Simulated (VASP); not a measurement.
**V: single point with RPBE**

Crystal: V.

```
V
1.0
     2.43687    0.00000    0.00000
     0.00000    2.43687    0.00000
     0.00000    0.00000    2.43687
V
1
Direct
  0.00000 0.00000 0.00000
```

This cell differs from its parent crystal: volume scaled by 0.96.

```yaml
Program: VASP 6.6.1
Task: single point
Functional: RPBE
Potentials_or_basis: VASP PAW PBE potentials, release 64 (V_sv)
Cutoff: 520 eV
k_mesh: 14 × 14 × 14
Occupations: fermi-dirac, width 0.1 eV
Spin: no spin polarisation
Dipole_correction: no
Further_INCAR_settings: ALGO = Normal; EDIFF = 1e-06; NBANDS = 12
```

```
Pressure : 6.4 GPa
```

Levels at points of the mesh, in eV from the Fermi level:
```
           k point  band 4  band 5  band 6  band 7  band 8  band 9  band 10  band 11
(0.00, 0.00, 0.00)  -37.18   -6.42   -2.20   -2.20    3.56    3.56     3.56    18.44
(0.50, 0.00, 0.00)  -37.08   -2.26   -1.42   -0.23    1.54    1.54     3.75     7.87
(0.50, 0.50, 0.00)  -36.99   -3.65   -0.72    1.98    1.98    4.79     6.20     6.20
(0.50, 0.50, 0.50)  -37.95   -1.99   -1.99   -1.99    4.90    4.90    10.31    13.64
```

Wall time 13 s on 1 thread of Intel Xeon 8259CL, on a shared host, peak memory 0.13 GiB.

Caveat: the PAW data sets were made with another functional, which shifts forces and pressure a little.
